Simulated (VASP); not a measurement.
# Si2Mo (I4/mmm) in VASP: notebook

The runs below take Si2Mo through single point, with LDA, PBE, PBE+D4.

Program: VASP 6.6.1. These are calculated values, not measurements. Logs are shortened: lines on timing, memory, paths and dates and some standing lists are left out, and cuts for length are marked.

### Step 1. The cell of the first run

It takes space group I4/mmm (No. 139, tetragonal). The conventional cell has a = 3.198 Å, b = 3.198 Å, c = 7.819 Å, α = 90.00°, β = 90.00°, γ = 90.00°. Within 3.4 Å of Si (site symmetry 4mm) lie 9 Si at 2.57 to 3.20 Å and 5 Mo at 2.60 to 2.63 Å. Mo (site symmetry 4/mmm) has 10 Si at 2.60 to 2.63 Å and 4 Mo at 3.20 Å within 3.4 Å.

### Step 2. Single point, LDA (13.33 Å³/atom)

Input file INCAR:

```
PREC     = Accurate       # precision mode
ENCUT    = 520            # plane-wave cutoff, eV
EDIFF    = 1E-6           # SCF threshold, eV
ISMEAR   = 0              # smearing method
SIGMA    = 0.05           # smearing width, eV
LREAL    = F              # projectors in reciprocal space
LASPH    = T              # aspherical terms in the spheres
NELM     = 80             # most SCF steps
ALGO     = Normal         # electronic algorithm
ISIF     = 2              # what is computed and relaxed
LWAVE    = F              # write WAVECAR
LCHARG   = F              # write CHGCAR
GGA      = CA             # functional
NBANDS   = 18             # bands
```

Input file KPOINTS:

```
regular mesh
0
Gamma
  10 10 10
```

Input file POSCAR:

```
Si2Mo
1.0
   -1.5988611902      1.5988611902      3.9095056256
    1.5988611902     -1.5988611902      3.9095056256
    1.5988611902      1.5988611902     -3.9095056256
Si Mo
2 1
Direct
    0.3357471302      0.3357471302      0.0000000000
    0.6642528698      0.6642528698      0.0000000000
    0.0000000000      0.0000000000      0.0000000000
```

Potentials or basis: VASP PAW LDA potentials, release 64 (Si, Mo_sv).

On the command line:

```console
cat potpaw_LDA.64/Si/POTCAR potpaw_LDA.64/Mo_sv/POTCAR > POTCAR
mpirun -np 1 vasp_std > vasp.out
```

OUTCAR:

```text
PREC = Accurate
   ENCUT = 520
   EDIFF = 1E-6
   ISMEAR = 0
   LREAL = F
   LASPH = T
   NELM = 80
   ISIF = 2
   GGA = CA

 ion  position               nearest neighbor table
   1  0.336  0.336  0.000-   2 2.57   3 2.60   3 2.60   3 2.60   3 2.60   3 2.63   2 2.63   2 2.63
                             2 2.63   2 2.63
   2  0.664  0.664  0.000-   1 2.57   3 2.60   3 2.60   3 2.60   3 2.60   3 2.63   1 2.63   1 2.63
                             1 2.63   1 2.63
   3  0.000  0.000  0.000-   2 2.60   1 2.60   2 2.60   1 2.60   2 2.60   1 2.60   1 2.60   2 2.60
                             1 2.63   2 2.63

  LATTYP: Found a body centered tetragonal cell.
 ALAT       =     3.1977223804
 C/A-ratio  =     2.4451813888

  Lattice vectors:

 A1 = (  -1.5988611902,   1.5988611902,   3.9095056256)
 A2 = (   1.5988611902,  -1.5988611902,   3.9095056256)
 A3 = (   1.5988611902,   1.5988611902,  -3.9095056256)

Analysis of symmetry for initial positions (statically):
=====================================================================
 Subroutine PRICEL returns:
 Original cell was already a primitive cell.

 Routine SETGRP: Setting up the symmetry group for a
 body centered tetragonal supercell.

 Subroutine GETGRP returns: Found 16 space group operations
 (whereof 16 operations were pure point group operations)
 out of a pool of 16 trial point group operations.

The static configuration has the point symmetry D_4h.

Analysis of symmetry for dynamics (positions and initial velocities):
=====================================================================
 Subroutine PRICEL returns:
 Original cell was already a primitive cell.

 Routine SETGRP: Setting up the symmetry group for a
 body centered tetragonal supercell.

 Subroutine GETGRP returns: Found 16 space group operations
 (whereof 16 operations were pure point group operations)
 out of a pool of 16 trial point group operations.

The dynamic configuration has the point symmetry D_4h.

 Subroutine INISYM returns: Found 16 space group operations
 (whereof 16 operations are pure point group operations),
 and found     1 'primitive' translations

----------------------------------------------------------------------------------------

                                     Primitive cell

  volume of cell :      39.9764

  direct lattice vectors                    reciprocal lattice vectors
    -1.598861190  1.598861190  3.909505626     0.000000000  0.312722582  0.127893408
     1.598861190 -1.598861190  3.909505626     0.312722582  0.000000000  0.127893408
     1.598861190  1.598861190 -3.909505626     0.312722582  0.312722582  0.000000000

  length of vectors
     4.516298091  4.516298091  4.516298091     0.337864081  0.337864081  0.442256517

  position of ions in fractional coordinates (direct lattice)
     0.335747130  0.335747130  0.000000000
     0.664252870  0.664252870  0.000000000
     0.000000000  0.000000000  0.000000000

  ion indices of the primitive-cell ions
   primitive index   ion index
                 1           1
                 2           2
                 3           3

----------------------------------------------------------------------------------------

 KPOINTS: regular mesh

Automatic generation of k-mesh.
 Grid dimensions read from file:
 generate k-points for:   10   10   10

 Generating k-lattice:

  Cartesian coordinates                     Fractional coordinates (reciprocal lattice)
     0.000000000  0.031272258  0.012789341     0.100000000  0.000000000 -0.000000000
     0.031272258  0.000000000  0.012789341     0.000000000  0.100000000 -0.000000000
     0.031272258  0.031272258  0.000000000     0.000000000  0.000000000  0.100000000

  Length of vectors
     0.033786408  0.033786408  0.044225652

  Shift w.r.t. Gamma in fractional coordinates (k-lattice)
     0.000000000  0.000000000  0.000000000

 Subroutine IBZKPT returns following result:
 ===========================================

 Found    102 irreducible k-points:

 Following reciprocal coordinates:
            Coordinates               Weight
  0.000000  0.000000  0.000000      1.000000
  0.100000  0.000000  0.000000      8.000000
  0.200000  0.000000  0.000000      8.000000
  0.300000  0.000000 -0.000000      8.000000
  0.400000  0.000000 -0.000000      8.000000
  0.500000  0.000000 -0.000000      4.000000
[... 16 lines left out ...]
  0.300000  0.300000 -0.000000      8.000000
  0.400000  0.300000  0.000000     16.000000
 [... further k-points ...]
   k-points           NKPTS =    102   k-points in BZ     NKDIM =    102   number of bands    NBANDS=     18
   number of dos      NEDOS =    301   number of ions     NIONS =      3
   total plane-waves  NPLWV =  46656
   dimension x,y,z NGX =    36 NGY =   36 NGZ =   36
   dimension x,y,z NGXF=    72 NGYF=   72 NGZF=   72
   ions per type =               2   1
   NGX,Y,Z   is equivalent  to a cutoff of  13.25, 13.25, 13.25 a.u.
   NGXF,Y,Z  is equivalent  to a cutoff of  26.50, 26.50, 26.50 a.u.
 SYSTEM =  unknown system
   PREC   = accura    normal or accurate (medium, high low for compatibility)
   ISTART =      0    job   : 0-new  1-cont  2-samecut
   ICHARG =      2    charge: 1-file 2-atom 10-const
   ISPIN  =      1    spin polarized calculation?
   LNONCOLLINEAR =      F non collinear calculations
   LSORBIT =      F    spin-orbit coupling
   LASPH  =      T    aspherical Exc in radial PAW
   ENCUT  =  520.0 eV  38.22 Ry    6.18 a.u.   8.40  8.40  8.40*2*pi/ulx,y,z
   NELM   =     80;   NELMIN=  2; NELMDL= -5     # of ELM steps
   EDIFF  = 0.1E-05   stopping-criterion for ELM
   LREAL  =      F    real-space projection
   EDIFFG = 0.1E-04   stopping-criterion for IOM
   NSW    =      0    number of steps for IOM
   IBRION =     -1    ionic relax: 0-MD 1-quasi-New 2-CG
   NFREE  =      0    steps in history (QN), initial steepest desc. (CG)
   ISIF   =      2    stress and relaxation
   ISYM   =      2    0-nonsym 1-usesym 2-fastsym
   POTIM  = 0.5000    time-step for ionic-motion
   TEBEG  =    0.0;   TEEND  =   0.0 temperature during run
   PSTRESS=    0.0 pullay stress
   NELECT =      22.0000    total number of electrons
   NUPDOWN=      -1.0000    fix difference up-down
   EMIN   =  10.00;   EMAX   =-10.00  energy-range for DOS
   EFERMI =   0.00;   METHOD = LEGACY
   ISMEAR =     0;   SIGMA  =   0.05  broadening in eV -4-tet -1-fermi 0-gaus
   EFERMI_NEDOS =   21; number of points for ismear=-14 and -15
   IALGO  =     38    algorithm
   IMIX   =      4    mixing-type and parameters
     AMIX     =   0.40;   BMIX     =  1.00
     AMIX_MAG =   1.60;   BMIX_MAG =  1.00
  volume/ion in A,a.u.               =      13.33        89.92
  Fermi-wavevector in a.u.,A,eV,Ry     =   1.341574  2.535207 24.488046  1.799821
  Thomas-Fermi vector in A             =   2.469797
   LORBIT       =      0    0 simple, 1 ext, 2 COOP (PROOUT), +10 PAW based schemes
   GGA     = CA    functional components
   LHFCALC =     F    Hartree Fock is set to
   AEXX    =    0.0000 exact exchange contribution
   IVDW    =     0    specifies the selected vdW correction
   LEPSILON=     F    determine dielectric tensor
   LRPA    =     F    only Hartree local field effects (RPA)
 non-spin polarized calculation
 Gauss-broadening in eV      SIGMA  =   0.05
  energy-cutoff  :      520.00
  volume of cell :       39.98
 maximum number of plane-waves:      1104
 NGX is ok and might be reduce to    36
   NGX = 17   NGY = 17   NGZ = 17

 number of electron      22.0000000 magnetization

 Free energy of the ion-electron system (eV)
  ---------------------------------------------------
  ext. energy  EPLUGINS =         0.00000000
  ---------------------------------------------------
  free energy    TOTEN  =       -25.81066071 eV

  energy without entropy =      -25.81021562  energy(sigma->0) =      -25.81043816

 E-fermi :  12.1958     XC(G=0): -12.5813

 val. band max:       12.1655754558   @ k =  -0.2000  -0.3000   0.2000
 cond. band min:      12.2989617502   @ k =   0.5000   0.5000   0.3000
 fundamental gap:      0.1333862944
 Fermi energy:        12.1957914823

 k-point     1 :       0.0000    0.0000    0.0000
  band No.  band energies     occupation
      1     -48.0692      2.00000
      2     -22.4175      2.00000
      3     -22.3358      2.00000
      4     -22.3358      2.00000
      5      -1.1157      2.00000
      6       5.8659      2.00000
[... 10 lines left out ...]
     17      17.4628      0.00000
     18      17.4628      0.00000

 k-point     2 :       0.1000    0.0000    0.0000
  band No.  band energies     occupation
      1     -48.0674      2.00000
      2     -22.4156      2.00000
      3     -22.3617      2.00000
      4     -22.3334      2.00000
      5      -0.9331      2.00000
      6       5.8762      2.00000
[... 10 lines left out ...]
     17      17.6049      0.00000
     18      18.4470      0.00000

 k-point     3 :       0.2000    0.0000    0.0000
  band No.  band energies     occupation
      1     -48.0625      2.00000
      2     -22.4292      2.00000
      3     -22.4104      2.00000
      4     -22.3271      2.00000
      5      -0.3992      2.00000
      6       5.7646      2.00000
[... 10 lines left out ...]
     17      18.5351      0.00000
     18      20.2956      0.00000

 k-point     4 :       0.3000    0.0000   -0.0000
  band No.  band energies     occupation
      1     -48.0565      2.00000
      2     -22.5111      2.00000
      3     -22.4042      2.00000
      4     -22.3193      2.00000
      5       0.4454      2.00000
      6       5.1251      2.00000
[... 375 lines left out ...]
      4     -22.3997      2.00000
      5       0.0735      2.00000
      6       6.6886      2.00000
[... 10 lines left out ...]
     17      18.9974      0.00000
     18      19.8769      0.00000

 k-point    23 :       0.3000    0.3000   -0.0000
  band No.  band energies     occupation
      1     -48.0441      2.00000
      2     -22.4912      2.00000
      3     -22.4839      2.00000
      4     -22.3901      2.00000
      5       2.0561      2.00000
      6       4.4305      2.00000
[... 10 lines left out ...]
     17      19.2633      0.00000
     18      20.7518      0.00000

 k-point    24 :       0.4000    0.3000    0.0000
  band No.  band energies     occupation
      1     -48.0394      2.00000
      2     -22.5505      2.00000
      3     -22.4784      2.00000
      4     -22.3826      2.00000
      5       2.9256      2.00000
      6       3.9839      2.00000
[... 10 lines left out ...]
     17      19.2088      0.00000
     18      21.2619      0.00000

 [... further k-points ...]

------------------------ aborting loop because EDIFF is reached ----------------------------------------

  FORCE on cell =-STRESS in cart. coord.  units (eV):
  Direction    XX          YY          ZZ          XY          YZ          ZX
  --------------------------------------------------------------------------------------
  -------------------------------------------------------------------------------------
  Total       -0.9274308     -0.9274308     -0.9107167      0.0000000      0.0000000      0.0000000
  in kB      -37.1696740    -37.1696740    -36.4998040      0.0000000      0.0000000      0.0000000
  external PRESSURE =     -36.9463840 kB  Pullay stress =       0.0000000 kB

 VOLUME and BASIS-vectors are now :
 -----------------------------------------------------------------------------
  energy-cutoff  :      520.00
  volume of cell :       39.98
      direct lattice vectors                 reciprocal lattice vectors
    -1.598861190  1.598861190  3.909505626     0.000000000  0.312722582  0.127893408
     1.598861190 -1.598861190  3.909505626     0.312722582  0.000000000  0.127893408
     1.598861190  1.598861190 -3.909505626     0.312722582  0.312722582  0.000000000

 POSITION                                       TOTAL-FORCE (eV/Angst)
 -----------------------------------------------------------------------------------
      0.00000      0.00000      2.62521        -0.000000     -0.000000     -0.007971
      0.00000      0.00000      5.19380         0.000000      0.000000      0.007971
      0.00000      0.00000      0.00000         0.000000      0.000000     -0.000000
 -----------------------------------------------------------------------------------
    total drift:                                0.000000     -0.000000      0.000000

  FREE ENERGIE OF THE ION-ELECTRON SYSTEM (eV)
  ---------------------------------------------------
  free  energy   TOTEN  =       -25.8106607057 eV

  energy  without entropy=      -25.8102156176  energy(sigma->0) =      -25.81043816
```

Wall time 2.1 min (1 thread of Intel Xeon 8259CL, shared host); peak memory 0.21 GiB.

Results:

| Item | Value |
| --- | --- |
| Free energy | -25.8107 eV |
| Pressure | -3.7 GPa |
| Largest force | 0.008 eV/Å |
| Band gap on the k mesh | zero (bands 11 and 12 overlap by 0.91 eV) |

Forces in eV/Å, atoms in the order of the input:
```
Si   0.000  0.000 -0.008
Si   0.000  0.000  0.008
Mo   0.000  0.000  0.000
```

Levels at points of the mesh, in eV from the Fermi level:
| k point | band 7 | band 8 | band 9 | band 10 | band 11 | band 12 | band 13 | band 14 | band 15 | band 16 |
| --- | --- | --- | --- | --- | --- | --- | --- | --- | --- | --- |
| (0.00, 0.00, 0.00) | -3.28 | -3.03 | -2.53 | -2.53 | 0.45 | 3.26 | 3.36 | 3.57 | 3.57 | 4.20 |
| (0.50, 0.00, 0.00) | -4.89 | -4.37 | -2.53 | -2.50 | -0.42 | 2.32 | 3.20 | 4.17 | 4.28 | 5.62 |
| (0.50, 0.50, 0.00) | -5.50 | -5.08 | -4.34 | -2.97 | -1.10 | 2.37 | 2.81 | 3.28 | 3.50 | 4.89 |
| (0.50, 0.50, 0.50) | -3.50 | -2.10 | -0.49 | -0.49 | -0.37 | -0.37 | 0.59 | 4.85 | 5.16 | 6.22 |

Caveat: the cell stands under tension.

### Step 3. Single point, PBE

This run uses another cell than the first one, of 13.42 Å³/atom.

Input file INCAR:

```
PREC     = Accurate       # precision mode
ENCUT    = 520            # plane-wave cutoff, eV
EDIFF    = 1E-7           # SCF threshold, eV
ISMEAR   = 0              # smearing method
SIGMA    = 0.05           # smearing width, eV
LREAL    = False          # projectors in reciprocal space
LASPH    = True           # aspherical terms in the spheres
NELM     = 100            # most SCF steps
ALGO     = Normal         # electronic algorithm
ISIF     = 2              # what is computed and relaxed
LWAVE    = False          # write WAVECAR
LCHARG   = True           # write CHGCAR
GGA      = PE             # functional
LELF     = True           # ELF
LVHAR    = True         
NBANDS   = 18             # bands
```

KPOINTS is that of step 2.

Input file POSCAR:

```
Si2Mo
1.0
   -1.6018812136      1.6018812136      3.9212716889
    1.6018812136     -1.6018812136      3.9212716889
    1.6018812136      1.6018812136     -3.9212716889
Si Mo
2 1
Direct
    0.3351230337      0.3351230337      0.0000000000
    0.6648769663      0.6648769663      0.0000000000
    0.0000000000      0.0000000000      0.0000000000
```

Potentials or basis: VASP PAW PBE potentials, release 64 (Si, Mo_sv).

On the command line:

```console
cat potpaw_PBE.64/Si/POTCAR potpaw_PBE.64/Mo_sv/POTCAR > POTCAR
mpirun -np 1 vasp_std > vasp.out
```

Wall time 2.9 min (1 thread of Intel Xeon 8259CL, shared host); peak memory 0.24 GiB.

The run converged. Its results:

| Property | Result |
| --- | --- |
| Free energy | -23.2565 eV |
| Pressure | 2.7 GPa |
| Largest force | 0.005 eV/Å |
| Band gap on the k mesh | zero (bands 11 and 12 overlap by 0.94 eV) |

Forces on the atoms (eV/Å):
```
Si   0.000  0.000 -0.005
Si   0.000  0.000  0.005
Mo   0.000  0.000  0.000
```

Levels at points of the mesh, in eV from the Fermi level:
| k point | band 7 | band 8 | band 9 | band 10 | band 11 | band 12 | band 13 | band 14 | band 15 | band 16 |
| --- | --- | --- | --- | --- | --- | --- | --- | --- | --- | --- |
| (0.00, 0.00, 0.00) | -3.33 | -2.97 | -2.54 | -2.54 | 0.45 | 3.22 | 3.28 | 3.58 | 3.58 | 4.17 |
| (0.50, 0.00, 0.00) | -4.87 | -4.41 | -2.50 | -2.49 | -0.43 | 2.34 | 3.17 | 4.14 | 4.28 | 5.57 |
| (0.50, 0.50, 0.00) | -5.56 | -5.13 | -4.36 | -2.97 | -1.14 | 2.39 | 2.81 | 3.22 | 3.42 | 4.85 |
| (0.50, 0.50, 0.50) | -3.44 | -2.11 | -0.50 | -0.50 | -0.41 | -0.41 | 0.58 | 4.82 | 5.20 | 6.12 |

### Step 4. Single point, PBE+D4

This run uses another cell than the first one, of 13.42 Å³/atom.

Input file INCAR:

```
SYSTEM = Si2Mo
PREC = Accurate ; ENCUT = 520
EDIFF = 1E-6 ; ISMEAR = 0
SIGMA = 0.05 ; LREAL = .FALSE.
LASPH = .TRUE. ; NELM = 80
ALGO = Normal ; ISIF = 2
LWAVE = .FALSE. ; LCHARG = .FALSE.
GGA = PE ; IVDW = 13
NBANDS = 18
```

Input file KPOINTS:

```
regular mesh
0
G
  10 10 10
  0 0 0
```

POSCAR is that of step 3.

On the command line:

```console
cat potpaw_PBE.64/Si/POTCAR potpaw_PBE.64/Mo_sv/POTCAR > POTCAR
mpirun -np 1 vasp_std > vasp.out
```

Run time: 2 min. Hardware: 1 thread of Intel Xeon 8259CL, shared host; peak memory 0.25 GiB.

The run converged. Its results:

```yaml
Free_energy: -24.9138 eV
Pressure: -3.4 GPa
Largest_force: 0.005 eV/Å
Band_gap_on_the_k_mesh: zero (bands 11 and 12 overlap by 0.94 eV)
Dispersion_energy_per_atom: -0.552 eV
```

Forces on the atoms (eV/Å):
```
Si   0.000  0.000  0.005
Si   0.000  0.000 -0.005
Mo   0.000  0.000  0.000
```

Stress tensor (GPa, compression positive):
```
-3.35  0.00  0.00
 0.00 -3.35  0.00
 0.00  0.00 -3.59
```

Levels at points of the mesh, in eV from the Fermi level:
```tsv
k point	band 9	band 10	band 11	band 12	band 13	band 14
(0.00, 0.00, 0.00)	-2.54	-2.54	0.45	3.22	3.28	3.58
(0.50, 0.00, 0.00)	-2.50	-2.49	-0.43	2.34	3.17	4.14
(0.50, 0.50, 0.00)	-4.36	-2.97	-1.14	2.39	2.81	3.22
(0.50, 0.50, 0.50)	-0.50	-0.50	-0.41	-0.41	0.58	4.82
```

Caveat: the cell stands under tension.

### Step 5. Overview

| level | potentials or basis | cell | gap on the mesh (eV) | pressure (GPa) | largest force (eV/Å) |
| --- | --- | --- | --- | --- | --- |
| LDA | VASP PAW LDA potentials, release 64 (Si, Mo_sv) | a = 4.516 Å, angles 138.5, 138.5, 60.1°, 3 atoms, atomic positions A | none | -3.7 | 0.01 |
| PBE | VASP PAW PBE potentials, release 64 (Si, Mo_sv) | a = 4.529 Å, angles 138.6, 138.6, 60.0°, 3 atoms, atomic positions B | none | 2.7 | - |
| PBE+D4 | VASP PAW PBE potentials, release 64 (Si, Mo_sv) | a = 4.529 Å, angles 138.6, 138.6, 60.0°, 3 atoms, atomic positions B | none | -3.4 | 0.01 |

Alike in all rows: task single point; no spin polarisation; k mesh 10 × 10 × 10; cutoff (eV) 520; smearing gaussian 0.05 eV.

Caveats: the cell stands under tension (at least some runs).

Absolute energies hang on the potentials; compare differences alone.

The gap in the log of VASP goes by the Fermi energy; the results here count the filled bands.